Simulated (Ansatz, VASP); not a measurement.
## Ta2Ru: VASP beside Ansatz

Contents of INCAR:

```
SYSTEM = Ta2Ru
PREC = Accurate
ENCUT = 600
EDIFF = 1E-6
ISMEAR = 0
SIGMA = 0.1
LREAL = .False.
LASPH = .True.
NELM = 80
ALGO = Fast
ISIF = 3
LWAVE = .False.
LCHARG = .False.
GGA = PE
IBRION = 2
NSW = 100
EDIFFG = -0.01
```

File KPOINTS:

```
Automatic mesh
0
Gamma
  14 14 14
  0 0 0
```

The input POSCAR:

```
Ta2Ru
1.0
    0.0000000000      3.0822173972      3.0822173972
    3.0822173972      0.0000000000      3.0822173972
    3.0822173972      3.0822173972      0.0000000000
Ta Ru
2 1
Direct
    0.2500000000      0.2500000000      0.2500000000
    0.7500000000      0.7500000000      0.7500000000
    0.0000000000      0.0000000000      0.0000000000
```

Input for Ansatz:

```yaml
crystal:
  lattice:
    - [0.0, 3.0822173972, 3.0822173972]
    - [3.0822173972, 0.0, 3.0822173972]
    - [3.0822173972, 3.0822173972, 0.0]
  atoms:
    - { symbol: Ta, position: [0.25, 0.25, 0.25] }
    - { symbol: Ta, position: [0.75, 0.75, 0.75] }
    - { symbol: Ru, position: [0.0, 0.0, 0.0] }
basis:
  ecutwfc: 420
kpoints:
  mp_grid: { grid: [14, 14, 14] }
hamiltonian:
  xc: pbe
scf:
  occupations: { method: gaussian, width: 0.1 }
output:
  forces: true
  stress: true
  eigenvalues: true
relax:
  adjacent_minimum: "off"
  f_tol: 0.01
  max_steps: 80
  cell: { stress_tol: 0.05 }
```

Alike in both runs: task relaxation of cell and atoms; functional PBE; k mesh 14 × 14 × 14; occupations gaussian, width 0.1 eV; no spin polarisation.

|  | VASP | Ansatz |
| --- | --- | --- |
| version | VASP 6.6.1 | Ansatz 0.2.0 |
| potentials or method | VASP PAW PBE potentials, release 64 (Ta_pv, Ru_pv), cutoff 600 eV | scalar-relativistic, plane waves, PAW |
| valence electrons in the cell | 36 | 42 |

|  | VASP | Ansatz | Ansatz less VASP |
| --- | --- | --- | --- |
| gap on the k mesh at the Fermi level, each at its own relaxed structure (eV) | none | none | - |
| relaxed volume (Å³/atom) | 19.52 | 19.52 | 0.000 |
| relaxed cell length with the largest relative difference (Å) | 4.359 | 4.359 | 0.0000 |

A gap of «none» marks a metal or a gap that the smearing closes. VASP's potentials hold 36 valence electrons a cell and Ansatz's 42, so a difference there can come from the potentials and not from the codes.

Spin-orbit coupling is off throughout. Noted on VASP's run: the relaxation stopped at its first step, so nothing moved.
